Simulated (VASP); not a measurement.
# MgO in VASP: relaxation of the atoms with PBE+D3(BJ)

Aim: the relaxation of the atoms of MgO with PBE+D3(BJ).

Everything below comes from runs of VASP 6.6.1. Logs are shortened: lines on timing, memory, paths and dates and some standing lists are left out, and cuts for length are marked.

## Step 1: The cell of the first run

The cell holds a slab with vacuum, 24 atoms: a = 5.951 Å, b = 5.951 Å, c = 22.073 Å, α = 90.00°, β = 90.00°, γ = 120.00°.

## Step 2: Relaxation of the atoms, PBE+D3(BJ)

INCAR reads:

```
  PREC = Accurate
  ENCUT = 520
  EDIFF = 1E-6
  ISMEAR = 0
  SIGMA = 0.05
  LREAL = Auto
  LASPH = True
  NELM = 60
  ALGO = Normal
  ISIF = 2
  LWAVE = False
  LCHARG = False
  LDIPOL = True
  IDIPOL = 3
  DIPOL = 0.5 0.5 0.500
  GGA = PE
  IVDW = 12
  IBRION = 2
  NSW = 90
  EDIFFG = -0.03
```

KPOINTS reads:

```
regular mesh
0
Gamma
  3 3 1
```

POSCAR reads:

```
MgO
1.0
    5.9506164676      0.0000000000      0.0000000000
   -2.9753082338      5.1533850291      0.0000000000
    0.0000000000      0.0000000000     22.0733225003
O Mg
12 12
Selective dynamics
Direct
    0.1666666667      0.3333333333      0.3624284473  F F F
    0.1666666667      0.8333333333      0.3624284473  F F F
    0.6666666667      0.3333333333      0.3624284473  F F F
    0.6666666667      0.8333333333      0.3624284473  F F F
    0.5000000000      0.5000000000      0.4724856895  F F F
    0.5000000000      0.0000000000      0.4724856895  F F F
    0.0000000000      0.5000000000      0.4724856895  F F F
    0.0000000000      0.0000000000      0.4724856895  F F F
    0.8333333333      0.6666666667      0.5825429316  T T T
    0.8333333333      0.1666666667      0.5825429316  T T T
    0.3333333333      0.6666666667      0.5825429316  T T T
    0.3333333333      0.1666666667      0.5825429316  T T T
    0.3333333333      0.1666666667      0.4174570684  F F F
    0.3333333333      0.6666666667      0.4174570684  F F F
    0.8333333333      0.1666666667      0.4174570684  F F F
    0.8333333333      0.6666666667      0.4174570684  F F F
    0.6666666667      0.3333333333      0.5275143105  T T T
    0.6666666667      0.8333333333      0.5275143105  T T T
    0.1666666667      0.3333333333      0.5275143105  T T T
    0.1666666667      0.8333333333      0.5275143105  T T T
    0.0000000000      0.5000000000      0.6375715527  T T T
    0.0000000000      0.0000000000      0.6375715527  T T T
    0.5000000000      0.5000000000      0.6375715527  T T T
    0.5000000000      0.0000000000      0.6375715527  T T T
```

Potentials or basis: VASP PAW PBE potentials, release 64 (O, Mg).

Command:

```bash
$ cat potpaw_PBE.64/O/POTCAR potpaw_PBE.64/Mg/POTCAR > POTCAR
$ mpirun -np 1 vasp_std > vasp.out
```

OUTCAR:

```text
PREC = Accurate
   ENCUT = 520
   EDIFF = 1E-6
   ISMEAR = 0
   LREAL = Auto
   LASPH = True
   NELM = 60
   ISIF = 2
   GGA = PE
   IVDW = 12
   IBRION = 2
   NSW = 90
   EDIFFG = -0.03
 IVDW          = 12

 ion  position               nearest neighbor table
   1  0.167  0.333  0.362-  13 2.10  14 2.10  15 2.10
   2  0.167  0.833  0.362-  14 2.10  13 2.10  16 2.10
   3  0.667  0.333  0.362-  15 2.10  16 2.10  13 2.10
   4  0.667  0.833  0.362-  16 2.10  15 2.10  14 2.10
   5  0.500  0.500  0.472-  18 2.10  19 2.10  17 2.10  13 2.10  16 2.10  14 2.10
   6  0.500  0.000  0.472-  17 2.10  20 2.10  18 2.10  14 2.10  15 2.10  13 2.10
   7  0.000  0.500  0.472-  20 2.10  17 2.10  19 2.10  15 2.10  14 2.10  16 2.10
   8  0.000  0.000  0.472-  19 2.10  18 2.10  20 2.10  16 2.10  13 2.10  15 2.10
   9  0.833  0.667  0.583-  18 2.10  22 2.10  23 2.10  17 2.10  20 2.10  21 2.10
  10  0.833  0.167  0.583-  17 2.10  21 2.10  24 2.10  18 2.10  22 2.10  19 2.10
  11  0.333  0.667  0.583-  20 2.10  24 2.10  21 2.10  19 2.10  23 2.10  18 2.10
  12  0.333  0.167  0.583-  19 2.10  23 2.10  22 2.10  20 2.10  17 2.10  24 2.10
  13  0.333  0.167  0.417-   1 2.10   5 2.10   8 2.10   2 2.10   6 2.10   3 2.10  19 2.98  20 2.98
                            17 2.98  16 2.98  14 2.98  14 2.98  16 2.98  15 2.98  15 2.98
  14  0.333  0.667  0.417-   2 2.10   6 2.10   7 2.10   1 2.10   4 2.10   5 2.10  20 2.98  19 2.98
                            18 2.98  15 2.98  13 2.98  13 2.98  15 2.98  16 2.98  16 2.98
  15  0.833  0.167  0.417-   3 2.10   7 2.10   6 2.10   4 2.10   1 2.10   8 2.10  17 2.98  18 2.98
[... 26 lines left out ...]
 A1 = (   5.9506164676,   0.0000000000,   0.0000000000)
 A2 = (  -2.9753082338,   5.1533850291,   0.0000000000)
 A3 = (   0.0000000000,   0.0000000000,  22.0733225003)

Analysis of symmetry for initial positions (statically):
=====================================================================
 Subroutine PRICEL returns following result:

  LATTYP: Found a hexagonal cell.
 ALAT       =     2.9753082338
 C/A-ratio  =     7.4188355511
[... 12 lines left out ...]
 Subroutine GETGRP returns: Found  6 space group operations
 (whereof  6 operations were pure point group operations)
 out of a pool of 24 trial point group operations.

The static configuration has the point symmetry C_3v.

Analysis of symmetry for dynamics (positions and initial velocities):
=====================================================================
 Subroutine PRICEL returns following result:

  LATTYP: Found a hexagonal cell.
 ALAT       =     2.9753082338
 C/A-ratio  =     7.4188355511
[... 12 lines left out ...]
 Subroutine GETGRP returns: Found  6 space group operations
 (whereof  6 operations were pure point group operations)
 out of a pool of 24 trial point group operations.

The dynamic configuration has the point symmetry C_3v.

Analysis of constrained symmetry for selective dynamics:
=====================================================================
 Subroutine PRICEL returns following result:

  LATTYP: Found a hexagonal cell.
 ALAT       =     2.9753082338
 C/A-ratio  =     7.4188355511
[... 12 lines left out ...]
 Subroutine GETGRP returns: Found  6 space group operations
 (whereof  6 operations were pure point group operations)
 out of a pool of 24 trial point group operations.

The constrained configuration has the point symmetry C_3v.

 Subroutine INISYM returns: Found  6 space group operations
 (whereof  6 operations are pure point group operations),
 and found     4 'primitive' translations

----------------------------------------------------------------------------------------

                                     Primitive cell

  volume of cell :     169.2241

  direct lattice vectors                    reciprocal lattice vectors
     2.975308234  0.000000000  0.000000000     0.336099631  0.194047213  0.000000000
    -1.487654117  2.576692515  0.000000000     0.000000000  0.388094425  0.000000000
     0.000000000  0.000000000 22.073322500     0.000000000  0.000000000  0.045303556

  length of vectors
     2.975308234  2.975308234 22.073322500     0.388094425  0.388094425  0.045303556

  position of ions in fractional coordinates (direct lattice)
     0.333333333  0.666666667  0.362428447
     0.000000000  0.000000000  0.472485689
     0.666666667  0.333333333  0.582542932
     0.666666667  0.333333333  0.417457068
     0.333333333  0.666666667  0.527514311
     0.000000000  0.000000000  0.637571553

  ion indices of the primitive-cell ions
   primitive index   ion index
                 1           1
                 2           7
                 3          12
                 4          13
                 5          19
                 6          21

----------------------------------------------------------------------------------------

 KPOINTS: regular mesh

Automatic generation of k-mesh.
 Grid dimensions read from file:
 generate k-points for:    3    3    1

 Generating k-lattice:

  Cartesian coordinates                     Fractional coordinates (reciprocal lattice)
     0.056016605  0.032341202  0.000000000     0.333333333  0.000000000  0.000000000
     0.000000000  0.064682404  0.000000000     0.000000000  0.333333333  0.000000000
     0.000000000  0.000000000  0.045303556     0.000000000  0.000000000  1.000000000

  Length of vectors
     0.064682404  0.064682404  0.045303556

  Shift w.r.t. Gamma in fractional coordinates (k-lattice)
     0.000000000  0.000000000  0.000000000

 Subroutine IBZKPT returns following result:
 ===========================================

 Found      3 irreducible k-points:

 Following reciprocal coordinates:
            Coordinates               Weight
  0.000000  0.000000  0.000000      1.000000
  0.333333  0.000000  0.000000      6.000000
  0.333333  0.333333  0.000000      2.000000
   k-points           NKPTS =      3   k-points in BZ     NKDIM =      3   number of bands    NBANDS=     61
   number of dos      NEDOS =    301   number of ions     NIONS =     24
   total plane-waves  NPLWV = 387072
   dimension x,y,z NGX =    48 NGY =   48 NGZ =  168
   dimension x,y,z NGXF=    96 NGYF=   96 NGZF=  336
   ions per type =              12  12
   NGX,Y,Z   is equivalent  to a cutoff of  13.41, 13.41, 12.65 a.u.
   NGXF,Y,Z  is equivalent  to a cutoff of  26.82, 26.82, 25.31 a.u.
 SYSTEM =  unknown system
   PREC   = accura    normal or accurate (medium, high low for compatibility)
   ISTART =      0    job   : 0-new  1-cont  2-samecut
   ICHARG =      2    charge: 1-file 2-atom 10-const
   ISPIN  =      1    spin polarized calculation?
   LNONCOLLINEAR =      F non collinear calculations
   LSORBIT =      F    spin-orbit coupling
   LASPH  =      T    aspherical Exc in radial PAW
   ENCUT  =  520.0 eV  38.22 Ry    6.18 a.u.  11.06 11.06 41.04*2*pi/ulx,y,z
   NELM   =     60;   NELMIN=  2; NELMDL= -5     # of ELM steps
   EDIFF  = 0.1E-05   stopping-criterion for ELM
   LREAL  =      T    real-space projection
   EDIFFG = -.3E-01   stopping-criterion for IOM
   NSW    =     90    number of steps for IOM
   IBRION =      2    ionic relax: 0-MD 1-quasi-New 2-CG
   NFREE  =      1    steps in history (QN), initial steepest desc. (CG)
   ISIF   =      2    stress and relaxation
   ISYM   =      2    0-nonsym 1-usesym 2-fastsym
   POTIM  = 0.5000    time-step for ionic-motion
   TEBEG  =    0.0;   TEEND  =   0.0 temperature during run
   PSTRESS=    0.0 pullay stress
   NELECT =      96.0000    total number of electrons
   NUPDOWN=      -1.0000    fix difference up-down
   EMIN   =  10.00;   EMAX   =-10.00  energy-range for DOS
   EFERMI =   0.00;   METHOD = LEGACY
   ISMEAR =     0;   SIGMA  =   0.05  broadening in eV -4-tet -1-fermi 0-gaus
   EFERMI_NEDOS =   21; number of points for ismear=-14 and -15
   IALGO  =     38    algorithm
   IMIX   =      4    mixing-type and parameters
     AMIX     =   0.40;   BMIX     =  1.00
     AMIX_MAG =   1.60;   BMIX_MAG =  1.00
  volume/ion in A,a.u.               =      28.20       190.33
  Fermi-wavevector in a.u.,A,eV,Ry     =   0.853738  1.613330  9.916853  0.728868
  Thomas-Fermi vector in A             =   1.970226
   LORBIT       =      0    0 simple, 1 ext, 2 COOP (PROOUT), +10 PAW based schemes
   GGA     = PE    functional components
   LHFCALC =     F    Hartree Fock is set to
   AEXX    =    0.0000 exact exchange contribution
   IVDW    =    12    specifies the selected vdW correction
   LEPSILON=     F    determine dielectric tensor
   LRPA    =     F    only Hartree local field effects (RPA)
 conjugate gradient relaxation of ions
 non-spin polarized calculation
 Gauss-broadening in eV      SIGMA  =   0.05
  energy-cutoff  :      520.00
  volume of cell :      676.90
 maximum number of plane-waves:     18231
 NGX is ok and might be reduce to    48
   NGX = 23   NGY = 23   NGZ = 83

 dipolmoment           0.000000      0.000000      0.249809 electrons x Angstroem

--------------------------------------- Ionic step        1  -------------------------------------------

 number of electron      96.0000021 magnetization

 Free energy of the ion-electron system (eV)
  ---------------------------------------------------
  ext. energy  EPLUGINS =         0.00000000
  ---------------------------------------------------
  free energy    TOTEN  =      -120.80578409 eV

  energy without entropy =     -120.76287420  energy(sigma->0) =     -120.78432914

------------------------ aborting loop because EDIFF is reached ----------------------------------------

 Edisp (eV)   -4.98097

 E8    (eV) :    -2.0307
[... 363 lines left out ...]
--------------------------------------- Ionic step        7  -------------------------------------------

 number of electron      96.0000015 magnetization

 dipolmoment           0.000000      0.000000     -0.931405 electrons x Angstroem

 Free energy of the ion-electron system (eV)
  ---------------------------------------------------
  ext. energy  EPLUGINS =         0.00000000
  ---------------------------------------------------
  free energy    TOTEN  =      -121.14620242 eV

  energy without entropy =     -121.11157659  energy(sigma->0) =     -121.12888951

 E-fermi :  -3.0779     XC(G=0):  -4.6171

 val. band max:       -3.1129116079   @ k =   0.3333   0.3333   0.0000
 cond. band min:      -3.0627594952   @ k =   0.3333   0.0000   0.0000
 fundamental gap:      0.0501521127
 Fermi energy:        -3.0779099511

 k-point     1 :       0.0000    0.0000    0.0000
  band No.  band energies     occupation
      1     -22.9909      2.00000
      2     -22.1051      2.00000
      3     -22.1051      2.00000
      4     -22.1051      2.00000
      5     -21.8576      2.00000
      6     -21.1066      2.00000
[... 178 lines left out ...]
     59       2.9386      0.00000
     60       2.9386      0.00000
 [bands above 60 left out]

------------------------ aborting loop because EDIFF is reached ----------------------------------------

 vacuum level on the upper side and lower side of the slab       (xc-potential included)        -2.688         2.677

 Edisp (eV)   -4.99441

 E8    (eV) :    -2.0372

  FORCE on cell =-STRESS in cart. coord.  units (eV):
  Direction    XX          YY          ZZ          XY          YZ          ZX
  --------------------------------------------------------------------------------------
  -------------------------------------------------------------------------------------
  Total       2.25243     2.25243    -0.28439     0.00000     0.00000    -0.00000
  in kB       5.33137     5.33137    -0.67315     0.00000     0.00000    -0.00000
  external pressure =        3.33 kB  Pullay stress =        0.00 kB
[... 39 lines left out ...]
  FREE ENERGIE OF THE ION-ELECTRON SYSTEM (eV)
  ---------------------------------------------------
  free  energy   TOTEN  =      -126.1406109270 eV

  energy  without entropy=     -126.1059850941  energy(sigma->0) =     -126.12329801

 reached required accuracy - stopping structural energy minimisation

 vacuum level on the upper side and lower side of the slab         1.509         7.004
```

Wall time 16 min (1 thread of Intel Xeon 6975P-C (Granite Rapids), shared host); peak memory 0.87 GiB.

Results:

```
Free energy                : -126.1406 eV
Energy gained by relaxing  : 14.7 meV/atom
Ionic steps                : 7
Band gap on the k mesh     : zero (bands 48 and 49 overlap by 0.49 eV)
Dispersion energy per atom : -0.208 eV
```

Step by step:
| step | energy change (eV) | largest force on free atoms (eV/Å) | pressure (GPa) |
| --- | --- | --- | --- |
| 1 | 0.0000 | 1.4452 | 0.05 |
| 2 | -0.3317 | 0.2428 | 0.10 |
| 3 | -0.3458 | 0.1833 | 0.17 |
| 4 | -0.3507 | 0.0565 | 0.25 |
| 5 | -0.3509 | 0.0579 | 0.25 |
| 6 | -0.3519 | 0.0460 | 0.27 |
| 7 | -0.3539 | 0.0230 | 0.33 |

Final structure:
```
O Mg
1.0
     5.95062    0.00000    0.00000
    -2.97531    5.15339    0.00000
     0.00000    0.00000   22.07332
O Mg
12 12
Direct
  0.16667 0.33333 0.36243
  0.16667 0.83333 0.36243
  0.66667 0.33333 0.36243
  0.66667 0.83333 0.36243
  0.50000 0.50000 0.47249
  0.50000 0.00000 0.47249
  0.00000 0.50000 0.47249
  0.00000 0.00000 0.47249
  0.83333 0.66667 0.58476
  0.83333 0.16667 0.58476
  0.33333 0.66667 0.58476
  0.33333 0.16667 0.58476
  0.33333 0.16667 0.41746
  0.33333 0.66667 0.41746
  0.83333 0.16667 0.41746
  0.83333 0.66667 0.41746
  0.66667 0.33333 0.52343
  0.66667 0.83333 0.52343
  0.16667 0.33333 0.52343
  0.16667 0.83333 0.52343
  0.00000 0.50000 0.63628
  0.00000 0.00000 0.63628
  0.50000 0.50000 0.63628
  0.50000 0.00000 0.63628
```

Levels at points of the mesh, in eV from the Fermi level:
| k point | band 45 | band 46 | band 47 | band 48 | band 49 | band 50 |
| --- | --- | --- | --- | --- | --- | --- |
| (0.00, 0.00, 0.00) | -0.05 | -0.05 | -0.05 | 0.46 | 0.46 | 1.78 |

Caveat: the k points lie up to 0.41 Å⁻¹ apart.

The gap in the log of VASP goes by the Fermi energy; the results here count the filled bands.